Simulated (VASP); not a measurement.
Here is a VASP 6.6.1 calculation.

Contents of INCAR:

```
SYSTEM = CdF2
  PREC = Accurate
  ENCUT = 520
  EDIFF = 1E-6
  ISMEAR = 0
  SIGMA = 0.02
  LREAL = .False.
  LASPH = .True.
  NELM = 80
  ALGO = Normal
  ISIF = 2
  LWAVE = .False.
  LCHARG = .True.
  GGA = PE
  LELF = .True.
  LVHAR = .True.
  NBANDS = 35
```

Contents of KPOINTS:

```
Automatic mesh
0
Gamma
  6 6 4
  0 0 0
```

File POSCAR:

```
CdF2
1.0
    2.7130779513      2.7130779513      0.0000000000
   -2.7130779513      2.7130779513      0.0000000000
    0.0000000000      0.0000000000      5.7007351017
Cd F
2 4
Direct
    0.0000000000      0.0000000000      0.0000000000
    0.5000000000      0.5000000000      0.5000000000
    0.0000000000      0.5000000000      0.7500000000
    0.5000000000      0.0000000000      0.7500000000
    0.5000000000      0.0000000000      0.2500000000
    0.0000000000      0.5000000000      0.2500000000
```

Potentials or basis: VASP PAW PBE potentials, release 64 (Cd, F).

Command:

```console
$ cat potpaw_PBE.64/Cd/POTCAR potpaw_PBE.64/F/POTCAR > POTCAR
$ mpirun -np 1 vasp_std > vasp.out
```

Problem. Predict the band gap on the k mesh.

Solution. 2.74 eV.

Problem. Predict the pressure.

Solution. -1.3 GPa.

Stress tensor (GPa, compression positive):
```
 0.43  0.00  0.00
 0.00  0.43  0.00
 0.00  0.00 -4.63
```

A k mesh can miss the band edges.
